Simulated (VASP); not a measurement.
Here is a VASP 6.6.1 calculation.

INCAR

```
ALGO     = Normal         # electronic algorithm
EDIFF    = 1E-6           # SCF threshold, eV
ENCUT    = 520            # plane-wave cutoff, eV
GGA      = CA             # functional
ISIF     = 2              # what is computed and relaxed
ISMEAR   = 0              # smearing method
LASPH    = T              # aspherical terms in the spheres
LCHARG   = F              # write CHGCAR
LREAL    = F              # projectors in reciprocal space
LWAVE    = F              # write WAVECAR
NBANDS   = 22             # bands
NELM     = 80             # most SCF steps
PREC     = Accurate       # precision mode
SIGMA    = 0.05           # smearing width, eV
```

File KPOINTS:

```
k-points
0
Gamma
  9 9 9
```

POSCAR

```
Bi
1.0
    2.2675000000      1.3091417354      3.9380000000
   -2.2675000000      1.3091417354      3.9380000000
    0.0000000000     -2.6182834708      3.9380000000
Bi
2
Direct
    0.2340000000      0.2340000000      0.2340000000
    0.7660000000      0.7660000000      0.7660000000
```

Potentials or basis: VASP PAW LDA potentials, release 64 (Bi_d).

Command:

```console
$ cat potpaw_LDA.64/Bi_d/POTCAR > POTCAR
$ mpirun -np 1 vasp_std > vasp.out
```

Q: Estimate the pressure.

A: -1.4 GPa.

Q: What does it give for the largest force?

A: 0.083 eV/Å.

Forces on the atoms (eV/Å):
```
Bi   0.000  0.000  0.083
Bi   0.000  0.000 -0.083
```
